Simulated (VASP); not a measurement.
Si: single point with PBE+D3(BJ)

Si, a slab with vacuum:

```xyz
4
Lattice="3.8472 0.0000 0.0000 -1.9236 3.3318 0.0000 0.0000 0.0000 18.4447" Properties=species:S:1:pos:R:3 pbc="T T T"
Si    0.0000    2.2212    4.9723
Si    1.9236    1.1106    4.5000
Si    1.2824    1.4808    9.4647
Si    3.2060    0.3702    8.9923
```

- Program: VASP 6.6.1
- Task: single point
- Functional: PBE
- Dispersion: D3(BJ)
- Potentials or basis: VASP PAW PBE potentials, release 64 (Si)
- Cutoff: 520 eV
- k mesh: 9 × 9 × 1
- Occupations: gaussian, width 0.1 eV
- Spin: no spin polarisation

```
Largest force              : 0.125 eV/Å
Band gap on the k mesh     : 0.40 eV, direct
Dispersion energy per atom : -0.240 eV
```

Forces in eV/Å, atoms in the order of the input:
```
Si   0.006 -0.004  0.125
Si  -0.007  0.004  0.049
Si   0.007 -0.004 -0.049
Si  -0.006  0.004 -0.125
```

Levels at points of the mesh, in eV from the valence-band top:
```csv
k point,band 4,band 5,band 6,band 7,band 8,band 9,band 10,band 11,band 12,band 13
"(0.00, 0.00, 0.00)",-2.59,-0.97,-0.97,-0.95,-0.95,2.27,2.29,2.44,3.25,3.26
```

It took 77 s on 1 thread of AMD EPYC 9R45 96-Core Processor (Zen 5), with other jobs on the host, peak memory 0.33 GiB.
